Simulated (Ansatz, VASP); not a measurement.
# Ti in VASP and in Ansatz

```
CELL_PARAMETERS angstrom
0.00000 2.09561 2.09561
2.09561 0.00000 2.09561
2.09561 2.09561 0.00000
ATOMIC_POSITIONS crystal
Ti 0.87500 0.87500 0.87500
Ti 0.12500 0.12500 0.12500
```

Change from the starting cell: volume scaled by 0.4, PAW files.

Alike in both runs: task single point; functional PBE; k mesh 12 × 12 × 12; occupations fermi-dirac, width 0.08 eV; no spin polarisation.

```csv
,VASP,Ansatz
version,VASP 6.6.1,Ansatz 0.2.0
potentials or method,"VASP PAW PBE potentials, release 64 (Ti_sv)","PAW with Ansatz's default frozen-core files, scalar-relativistic"
plane-wave cutoff (eV),520,420
valence electrons in the cell,24,24
```

VASP gave:

| Item | Value |
| --- | --- |
| pressure (GPa) | 246.1 |

Estimate Ansatz's values.

pressure (GPa): 215.6.

The pressures are high and differ by over a tenth, so treat them with care.

Noted on VASP's run: the cell as given lies far from equilibrium.
